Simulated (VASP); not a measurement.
# Te2Mo in VASP: notebook

Runs on Te2Mo. Level: PBEsol. Tasks: single point.

All numbers are computed with VASP 6.6.1; they aren't measurements. Logs are shortened: lines on timing, memory, paths and dates and some standing lists are left out, and cuts for length are marked.

## Step 1: The cell of the first run

The cell holds a slab with vacuum, 3 atoms: a = 3.520 Å, b = 3.524 Å, c = 17.392 Å, α = 90.05°, β = 90.26°, γ = 120.13°.

## Step 2: Single point, PBEsol

File INCAR:

```
SYSTEM = Te2Mo
  PREC = Accurate
  ENCUT = 520
  EDIFF = 1E-6
  ISMEAR = 1
  SIGMA = 0.1
  LREAL = .False.
  LASPH = .True.
  NELM = 60
  ALGO = Normal
  ISIF = 2
  LWAVE = .False.
  LCHARG = .False.
  GGA = PS
  NBANDS = 20
```

File KPOINTS:

```
Automatic mesh
0
Gamma
  6 6 2
  0 0 0
```

File POSCAR:

```
Te2Mo
1.0
    3.5202522521     -0.0050832475     -0.0079587591
   -1.7645283741      3.0501026547     -0.0014885852
   -0.0391910834     -0.0310892027     17.3923024451
Te Mo
2 1
Direct
    0.3269767794      0.6519429201      0.8980484728
    0.3375414435      0.6586737915      0.1025449304
   -0.0008967825     -0.0111501336      0.0002274742
```

Potentials or basis: VASP PAW PBE potentials, release 64 (Te, Mo_sv).

Command:

```sh
$ cat potpaw_PBE.64/Te/POTCAR potpaw_PBE.64/Mo_sv/POTCAR > POTCAR
$ mpirun -np 1 vasp_std > vasp.out
```

OUTCAR:

```text
SYSTEM = Te2Mo
   PREC = Accurate
   ENCUT = 520
   EDIFF = 1E-6
   ISMEAR = 1
   LREAL = .False.
   LASPH = .True.
   NELM = 60
   ISIF = 2
   GGA = PS

 ion  position               nearest neighbor table
   1  0.327  0.652  0.898-   3 2.70   3 2.70   3 2.70   2 3.56
   2  0.338  0.659  0.103-   3 2.70   3 2.70   3 2.70   1 3.56
   3  0.999  0.989  0.000-   2 2.70   1 2.70   1 2.70   1 2.70   2 2.70   2 2.70

  LATTYP: Found a triclinic cell.
 ALAT       =     3.5149393705
 B/A-ratio  =     1.0015151182
 C/A-ratio  =     4.9481292716
 COS(alpha) =     0.0045115910
 COS(beta)  =     0.0053618546
 COS(gamma) =     0.4982566525

  Lattice vectors:

 A1 = (   1.7557238780,   3.0450194072,  -0.0094473443)
 A2 = (   3.5202522521,  -0.0050832475,  -0.0079587591)
 A3 = (   0.0391910834,   0.0310892027, -17.3923024451)

Analysis of symmetry for initial positions (statically):
=====================================================================
 Subroutine PRICEL returns:
 Original cell was already a primitive cell.

 Routine SETGRP: Setting up the symmetry group for a
 triclinic supercell.

 Subroutine GETGRP returns: Found  1 space group operations
 (whereof  1 operations were pure point group operations)
 out of a pool of  2 trial point group operations.

The static configuration has the point symmetry C_1 .

Analysis of symmetry for dynamics (positions and initial velocities):
=====================================================================
 Subroutine PRICEL returns:
 Original cell was already a primitive cell.

 Routine SETGRP: Setting up the symmetry group for a
 triclinic supercell.

 Subroutine GETGRP returns: Found  1 space group operations
 (whereof  1 operations were pure point group operations)
 out of a pool of  2 trial point group operations.

The dynamic configuration has the point symmetry C_1 .

 Subroutine INISYM returns: Found  1 space group operations
 (whereof  1 operations are pure point group operations),
 and found     1 'primitive' translations

----------------------------------------------------------------------------------------

                                     Primitive cell

  volume of cell :     186.5859

  direct lattice vectors                    reciprocal lattice vectors
     3.520252252 -0.005083247 -0.007958759     0.284310171  0.164477991  0.000934661
    -1.764528374  3.050102655 -0.001488585     0.000475153  0.328132987  0.000587617
    -0.039191083 -0.031089203 17.392302445     0.000130142  0.000103350  0.057497178

  length of vectors
     3.520264919  3.523732226 17.392374387     0.328460282  0.328133857  0.057497418

  position of ions in fractional coordinates (direct lattice)
     0.326976779  0.651942920  0.898048473
     0.337541444  0.658673792  0.102544930
     0.999103218  0.988849866  0.000227474

  ion indices of the primitive-cell ions
   primitive index   ion index
                 1           1
                 2           2
                 3           3

----------------------------------------------------------------------------------------

 KPOINTS: Automatic mesh

Automatic generation of k-mesh.
 Grid dimensions read from file:
 generate k-points for:    6    6    2

 Generating k-lattice:

  Cartesian coordinates                     Fractional coordinates (reciprocal lattice)
     0.047385029  0.027412998  0.000155777     0.166666667 -0.000000000 -0.000000000
     0.000079192  0.054688831  0.000097936     0.000000000  0.166666667  0.000000000
     0.000065071  0.000051675  0.028748589     0.000000000 -0.000000000  0.500000000

  Length of vectors
     0.054743380  0.054688976  0.028748709

  Shift w.r.t. Gamma in fractional coordinates (k-lattice)
     0.000000000  0.000000000  0.000000000

 Subroutine IBZKPT returns following result:
 ===========================================

 Found     40 irreducible k-points:

 Following reciprocal coordinates:
            Coordinates               Weight
  0.000000  0.000000  0.000000      1.000000
  0.166667 -0.000000  0.000000      2.000000
  0.333333 -0.000000 -0.000000      2.000000
  0.500000 -0.000000  0.000000      1.000000
  0.000000  0.166667  0.000000      2.000000
  0.166667  0.166667  0.000000      2.000000
[... 16 lines left out ...]
  0.333333 -0.000000  0.500000      2.000000
  0.500000  0.000000  0.500000      1.000000
 [... further k-points ...]
   k-points           NKPTS =     40   k-points in BZ     NKDIM =     40   number of bands    NBANDS=     20
   number of dos      NEDOS =    301   number of ions     NIONS =      3
   total plane-waves  NPLWV = 109760
   dimension x,y,z NGX =    28 NGY =   28 NGZ =  140
   dimension x,y,z NGXF=    56 NGYF=   56 NGZF=  280
   ions per type =               2   1
   NGX,Y,Z   is equivalent  to a cutoff of  13.22, 13.21, 13.38 a.u.
   NGXF,Y,Z  is equivalent  to a cutoff of  26.45, 26.42, 26.76 a.u.
 SYSTEM =  Te2Mo
   PREC   = accura    normal or accurate (medium, high low for compatibility)
   ISTART =      0    job   : 0-new  1-cont  2-samecut
   ICHARG =      2    charge: 1-file 2-atom 10-const
   ISPIN  =      1    spin polarized calculation?
   LNONCOLLINEAR =      F non collinear calculations
   LSORBIT =      F    spin-orbit coupling
   LASPH  =      T    aspherical Exc in radial PAW
   ENCUT  =  520.0 eV  38.22 Ry    6.18 a.u.   6.55  6.55 32.34*2*pi/ulx,y,z
   NELM   =     60;   NELMIN=  2; NELMDL= -5     # of ELM steps
   EDIFF  = 0.1E-05   stopping-criterion for ELM
   LREAL  =      F    real-space projection
   EDIFFG = 0.1E-04   stopping-criterion for IOM
   NSW    =      0    number of steps for IOM
   IBRION =     -1    ionic relax: 0-MD 1-quasi-New 2-CG
   NFREE  =      0    steps in history (QN), initial steepest desc. (CG)
   ISIF   =      2    stress and relaxation
   ISYM   =      2    0-nonsym 1-usesym 2-fastsym
   POTIM  = 0.5000    time-step for ionic-motion
   TEBEG  =    0.0;   TEEND  =   0.0 temperature during run
   PSTRESS=    0.0 pullay stress
   NELECT =      26.0000    total number of electrons
   NUPDOWN=      -1.0000    fix difference up-down
   EMIN   =  10.00;   EMAX   =-10.00  energy-range for DOS
   EFERMI =   0.00;   METHOD = LEGACY
   ISMEAR =     1;   SIGMA  =   0.10  broadening in eV -4-tet -1-fermi 0-gaus
   EFERMI_NEDOS =   21; number of points for ismear=-14 and -15
   IALGO  =     38    algorithm
   IMIX   =      4    mixing-type and parameters
     AMIX     =   0.40;   BMIX     =  1.00
     AMIX_MAG =   1.60;   BMIX_MAG =  1.00
  volume/ion in A,a.u.               =      62.20       419.71
  Fermi-wavevector in a.u.,A,eV,Ry     =   0.848737  1.603880  9.801013  0.720354
  Thomas-Fermi vector in A             =   1.964447
   LORBIT       =      0    0 simple, 1 ext, 2 COOP (PROOUT), +10 PAW based schemes
   GGA     = PS    functional components
   LHFCALC =     F    Hartree Fock is set to
   AEXX    =    0.0000 exact exchange contribution
   IVDW    =     0    specifies the selected vdW correction
   LEPSILON=     F    determine dielectric tensor
   LRPA    =     F    only Hartree local field effects (RPA)
 non-spin polarized calculation
 Methfessel and Paxton  Order N= 1 SIGMA  =   0.10
  energy-cutoff  :      520.00
  volume of cell :      186.59
 maximum number of plane-waves:      5108
 NGX is ok and might be reduce to    28
   NGX = 13   NGY = 13   NGZ = 65

 number of electron      26.0000002 magnetization

 Free energy of the ion-electron system (eV)
  ---------------------------------------------------
  ext. energy  EPLUGINS =         0.00000000
  ---------------------------------------------------
  free energy    TOTEN  =       -19.60354345 eV

  energy without entropy =      -19.60386578  energy(sigma->0) =      -19.60365090

 E-fermi :   0.2314     XC(G=0):  -4.8248

 val. band max:        0.1472067562   @ k =   0.3333   0.3333   0.0000
 cond. band min:       1.2581188728   @ k =   0.3333   0.3333   0.0000
 fundamental gap:      1.1109121166
 Fermi energy:         0.2313896807

 k-point     1 :       0.0000    0.0000    0.0000
  band No.  band energies     occupation
      1     -60.3720      2.00000
      2     -34.5749      2.00000
      3     -34.4482      2.00000
      4     -34.4445      2.00000
      5     -12.5640      2.00000
      6     -11.5309      2.00000
[... 12 lines left out ...]
     19       4.9687      0.00000
     20       5.8066      0.00000

 k-point     2 :       0.1667   -0.0000    0.0000
  band No.  band energies     occupation
      1     -60.3694      2.00000
      2     -34.5672      2.00000
      3     -34.4787      2.00000
      4     -34.4557      2.00000
      5     -12.1792      2.00000
      6     -11.2701      2.00000
[... 12 lines left out ...]
     19       5.4262      0.00000
     20       6.3043      0.00000

 k-point     3 :       0.3333   -0.0000   -0.0000
  band No.  band energies     occupation
      1     -60.3644      2.00000
      2     -34.5520      2.00000
      3     -34.5456      2.00000
      4     -34.4714      2.00000
      5     -11.2057      2.00000
      6     -10.6222      2.00000
[... 12 lines left out ...]
     19       6.1253      0.00000
     20       6.3278      0.00000

 k-point     4 :       0.5000   -0.0000    0.0000
  band No.  band energies     occupation
      1     -60.3618      2.00000
      2     -34.5789      2.00000
      3     -34.5443      2.00000
      4     -34.4792      2.00000
      5     -10.5141      2.00000
      6     -10.1892      2.00000
[... 12 lines left out ...]
     19       6.1393      0.00000
     20       6.8430      0.00000

 k-point     5 :       0.0000    0.1667    0.0000
  band No.  band energies     occupation
      1     -60.3694      2.00000
      2     -34.5673      2.00000
      3     -34.4800      2.00000
      4     -34.4542      2.00000
      5     -12.1801      2.00000
      6     -11.2712      2.00000
[... 12 lines left out ...]
     19       5.4255      0.00000
     20       6.3044      0.00000
[... 353 lines left out ...]
      6     -11.5309      2.00000
[... 12 lines left out ...]
     19       4.7003      0.00000
     20       6.2419      0.00000

 k-point    22 :       0.1667   -0.0000    0.5000
  band No.  band energies     occupation
      1     -60.3694      2.00000
      2     -34.5672      2.00000
      3     -34.4787      2.00000
      4     -34.4557      2.00000
      5     -12.1792      2.00000
      6     -11.2701      2.00000
[... 12 lines left out ...]
     19       5.1592      0.00000
     20       6.6763      0.00000

 k-point    23 :       0.3333   -0.0000    0.5000
  band No.  band energies     occupation
      1     -60.3644      2.00000
      2     -34.5520      2.00000
      3     -34.5456      2.00000
      4     -34.4714      2.00000
      5     -11.2058      2.00000
      6     -10.6222      2.00000
[... 12 lines left out ...]
     19       6.1728      0.00000
     20       6.2531      0.00000

 k-point    24 :       0.5000    0.0000    0.5000
  band No.  band energies     occupation
      1     -60.3618      2.00000
      2     -34.5789      2.00000
      3     -34.5443      2.00000
      4     -34.4792      2.00000
      5     -10.5141      2.00000
      6     -10.1892      2.00000
[... 12 lines left out ...]
     19       6.1391      0.00000
     20       6.8454      0.00000

 [... further k-points ...]
[... 5 lines left out ...]
  --------------------------------------------------------------------------------------
  -------------------------------------------------------------------------------------
  Total       -0.2956001     -0.2668289      0.8439608      0.0719457     -0.0912728     -0.1083480
  in kB       -2.5382617     -2.2912089      7.2469308      0.6177839     -0.7837421     -0.9303640
  external PRESSURE =       0.8058201 kB  Pullay stress =       0.0000000 kB

 VOLUME and BASIS-vectors are now :
 -----------------------------------------------------------------------------
  energy-cutoff  :      520.00
  volume of cell :      186.59
      direct lattice vectors                 reciprocal lattice vectors
     3.520252252 -0.005083247 -0.007958759     0.284310171  0.164477991  0.000934661
    -1.764528374  3.050102655 -0.001488585     0.000475153  0.328132987  0.000587617
    -0.039191083 -0.031089203 17.392302445     0.000130142  0.000103350  0.057497178

 POSITION                                       TOTAL-FORCE (eV/Angst)
 -----------------------------------------------------------------------------------
     -0.03453      1.95891     15.61556         0.021538      0.031902     -0.254020
      0.02196      2.00412      1.77983        -0.039749     -0.019796      0.226518
      1.77223      3.01101     -0.00547         0.018211     -0.012106      0.027502
 -----------------------------------------------------------------------------------
    total drift:                               -0.000209      0.000157     -0.000103

  FREE ENERGIE OF THE ION-ELECTRON SYSTEM (eV)
  ---------------------------------------------------
  free  energy   TOTEN  =       -19.6035434522 eV

  energy  without entropy=      -19.6038657848  energy(sigma->0) =      -19.60365090
```

Wall time 4.7 min (1 thread of Intel Xeon 6975P-C, shared host); peak memory 0.39 GiB.

What came out:

```yaml
Free_energy: -19.6035 eV
Largest_force: 0.257 eV/Å
Band_gap_on_the_k_mesh: 1.11 eV, direct
```

Forces on the atoms (eV/Å):
```
Te   0.022  0.032 -0.254
Te  -0.040 -0.020  0.227
Mo   0.018 -0.012  0.028
```

Caveat: the PAW data sets were made with another functional, which shifts forces and pressure a little; spin-orbit coupling is left out, which moves the levels of the heavy elements.

## Step 3: Single point, PBEsol

File INCAR:

```
SYSTEM = Te2Mo
PREC = Accurate
ENCUT = 520
EDIFF = 1E-7
ISMEAR = 1
SIGMA = 0.1
LREAL = .False.
LASPH = .True.
NELM = 60
ALGO = Normal
ISIF = 2
LWAVE = .False.
LCHARG = .True.
GGA = PS
LELF = .True.
LVHAR = .True.
NBANDS = 20
```

File KPOINTS:

```
regular mesh
0
Gamma
  6 6 2
  0 0 0
```

File POSCAR:

```
Te2Mo
1.0
    3.5199158136     -0.0050122012     -0.0080646125
   -1.7642986305      3.0498000682     -0.0015130056
   -0.0397206576     -0.0315345565     17.3958623753
Te Mo
2 1
Direct
    0.3270050277      0.6519687550      0.8980172218
    0.3375055425      0.6586577266      0.1025723059
   -0.0008891296     -0.0111599038      0.0002313576
```

Potentials or basis: VASP PAW PBE potentials, release 64 (Te, Mo_sv).

Command:

```sh
$ cat potpaw_PBE.64/Te/POTCAR potpaw_PBE.64/Mo_sv/POTCAR > POTCAR
$ mpirun -np 1 vasp_std > vasp.out
```

It took 5.1 min on 1 thread of Intel Xeon 6975P-C, shared host; peak memory 0.4 GiB.

The run converged. Its results:

* Free energy: -19.6040 eV
* Largest force: 0.244 eV/Å
* Band gap on the k mesh: 1.11 eV, direct

Forces on the atoms (eV/Å):
```
Te   0.021  0.030 -0.242
Te  -0.038 -0.019  0.217
Mo   0.017 -0.011  0.025
```

Levels at points of the mesh, in eV from the valence-band top:
| k point | band 9 | band 10 | band 11 | band 12 | band 13 | band 14 | band 15 | band 16 | band 17 | band 18 |
| --- | --- | --- | --- | --- | --- | --- | --- | --- | --- | --- |
| (0.00, 0.00, 0.00) | -1.71 | -1.67 | -0.90 | -0.89 | -0.43 | 3.21 | 3.24 | 3.54 | 3.56 | 4.33 |
| (0.50, 0.00, 0.00) | -3.36 | -2.36 | -1.56 | -0.74 | -0.29 | 1.47 | 1.82 | 3.42 | 3.87 | 4.02 |
| (0.00, 0.50, 0.00) | -3.37 | -2.34 | -1.57 | -0.74 | -0.28 | 1.47 | 1.82 | 3.42 | 3.87 | 4.02 |
| (0.50, 0.50, 0.00) | -3.37 | -2.33 | -1.57 | -0.75 | -0.26 | 1.48 | 1.82 | 3.42 | 3.89 | 4.01 |
| (0.00, 0.00, 0.50) | -1.71 | -1.67 | -0.90 | -0.89 | -0.43 | 3.21 | 3.24 | 3.54 | 3.56 | 4.48 |
| (0.50, 0.00, 0.50) | -3.36 | -2.36 | -1.56 | -0.74 | -0.29 | 1.47 | 1.82 | 3.42 | 3.87 | 4.02 |
| (0.00, 0.50, 0.50) | -3.37 | -2.34 | -1.57 | -0.74 | -0.28 | 1.47 | 1.82 | 3.42 | 3.87 | 4.02 |
| (0.50, 0.50, 0.50) | -3.37 | -2.33 | -1.57 | -0.75 | -0.26 | 1.48 | 1.82 | 3.42 | 3.89 | 4.01 |

Caveat: the PAW data sets were made with another functional, which shifts forces and pressure a little; spin-orbit coupling is left out, which moves the levels of the heavy elements.

## Step 4: Single point, PBEsol

File INCAR:

```
ALGO = Normal
EDIFF = 1E-6
ENCUT = 520
GGA = PS
ISIF = 2
ISMEAR = 1
LASPH = T
LCHARG = F
LREAL = F
LWAVE = F
NBANDS = 20
NELM = 60
PREC = Accurate
SIGMA = 0.1
```

File KPOINTS:

```
k-points
0
Gamma
  6 6 2
```

File POSCAR:

```
Te2Mo
1.0
    3.5192334893     -0.0048713858     -0.0082718121
   -1.7638355251      3.0491863612     -0.0015607676
   -0.0407574198     -0.0324062011     17.4027916302
Te Mo
2 1
Direct
    0.3270604915      0.6520192040      0.8979564925
    0.3374354439      0.6586261817      0.1026256375
   -0.0008744946     -0.0111788081      0.0002387692
```

Command:

```sh
$ cat potpaw_PBE.64/Te/POTCAR potpaw_PBE.64/Mo_sv/POTCAR > POTCAR
$ mpirun -np 1 vasp_std > vasp.out
```

Wall time 4 min (1 thread of Intel Xeon 6975P-C, shared host); peak memory 0.39 GiB.

The run converged. Its results:

```yaml
Free_energy: -19.6049 eV
Largest_force: 0.221 eV/Å
Band_gap_on_the_k_mesh: 1.12 eV, direct
```

Forces on the atoms (eV/Å):
```
Te   0.020  0.028 -0.218
Te  -0.034 -0.018  0.197
Mo   0.014 -0.010  0.021
```

Levels at points of the mesh, in eV from the valence-band top:
| k point | band 9 | band 10 | band 11 | band 12 | band 13 | band 14 | band 15 | band 16 | band 17 | band 18 |
| --- | --- | --- | --- | --- | --- | --- | --- | --- | --- | --- |
| (0.00, 0.00, 0.00) | -1.71 | -1.68 | -0.90 | -0.89 | -0.44 | 3.21 | 3.24 | 3.54 | 3.56 | 4.32 |
| (0.50, 0.00, 0.00) | -3.36 | -2.35 | -1.57 | -0.74 | -0.29 | 1.47 | 1.82 | 3.42 | 3.86 | 4.02 |
| (0.00, 0.50, 0.00) | -3.37 | -2.34 | -1.58 | -0.74 | -0.27 | 1.47 | 1.82 | 3.42 | 3.87 | 4.02 |
| (0.50, 0.50, 0.00) | -3.37 | -2.32 | -1.58 | -0.75 | -0.25 | 1.48 | 1.82 | 3.42 | 3.88 | 4.01 |
| (0.00, 0.00, 0.50) | -1.71 | -1.68 | -0.90 | -0.89 | -0.44 | 3.21 | 3.24 | 3.54 | 3.56 | 4.47 |
| (0.50, 0.00, 0.50) | -3.36 | -2.35 | -1.57 | -0.74 | -0.29 | 1.47 | 1.82 | 3.42 | 3.86 | 4.02 |
| (0.00, 0.50, 0.50) | -3.37 | -2.34 | -1.58 | -0.74 | -0.27 | 1.47 | 1.82 | 3.42 | 3.87 | 4.02 |
| (0.50, 0.50, 0.50) | -3.37 | -2.32 | -1.58 | -0.75 | -0.25 | 1.48 | 1.82 | 3.42 | 3.88 | 4.01 |

Caveat: the PAW data sets were made with another functional, which shifts forces and pressure a little; spin-orbit coupling is left out, which moves the levels of the heavy elements.

## Step 5: Summary

```csv
cell,gap on the mesh (eV),largest force (eV/Å)
"a = 3.520, b = 3.524, c = 17.392 Å, angles 90.0, 90.3, 120.1°, 3 atoms",1.11,0.26
"a = 3.520, b = 3.523, c = 17.396 Å, angles 90.0, 90.3, 120.1°, 3 atoms",1.11,0.24
"a = 3.519, b = 3.523, c = 17.403 Å, angles 90.1, 90.3, 120.1°, 3 atoms",1.12,0.22
```

Alike in all rows: task single point; level PBEsol; potentials or basis VASP PAW PBE potentials, release 64 (Te, Mo_sv); no spin polarisation; k mesh 6 × 6 × 2; cutoff (eV) 520; smearing methfessel-paxton 0.1 eV.

Caveats: the PAW data sets were made with another functional, which shifts forces and pressure a little; spin-orbit coupling is left out, which moves the levels of the heavy elements.

Absolute energies hang on the potentials; compare differences alone.
